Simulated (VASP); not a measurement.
**LiF (Griceite): single point with PBE**

Crystal: LiF (Griceite).

```
Li F
1.0
     0.00000    2.01400    2.01400
     2.01400    0.00000    2.01400
     2.01400    2.01400    0.00000
Li F
1 1
Direct
  0.00000 0.00000 0.00000
  0.50000 0.50000 0.50000
```

* Program: VASP 6.6.1
* Task: single point
* Functional: PBE
* Potentials or basis: VASP PAW PBE potentials, release 64 (Li_sv, F)
* Cutoff: 520 eV
* k mesh: 10 × 10 × 10
* Occupations: gaussian, width 0.02 eV
* Spin: no spin polarisation

The band gap on the k mesh is 9.09 eV, direct.

Levels at points of the mesh, in eV from the valence-band top:
| k point | band 3 | band 4 | band 5 | band 6 | band 7 | band 8 |
| --- | --- | --- | --- | --- | --- | --- |
| (0.00, 0.00, 0.00) | 0.00 | 0.00 | 0.00 | 9.09 | 23.97 | 23.97 |
| (0.50, 0.00, 0.00) | -2.52 | -0.23 | -0.23 | 10.77 | 16.74 | 18.90 |
| (0.50, 0.50, 0.00) | -3.00 | -1.00 | -1.00 | 14.81 | 16.47 | 17.45 |

Wall time 6.4 s on 1 thread of Intel(R) Xeon(R) Platinum 8488C (Sapphire Rapids), with other jobs on the host, peak memory 0.13 GiB.

 A k mesh can miss the band edges.
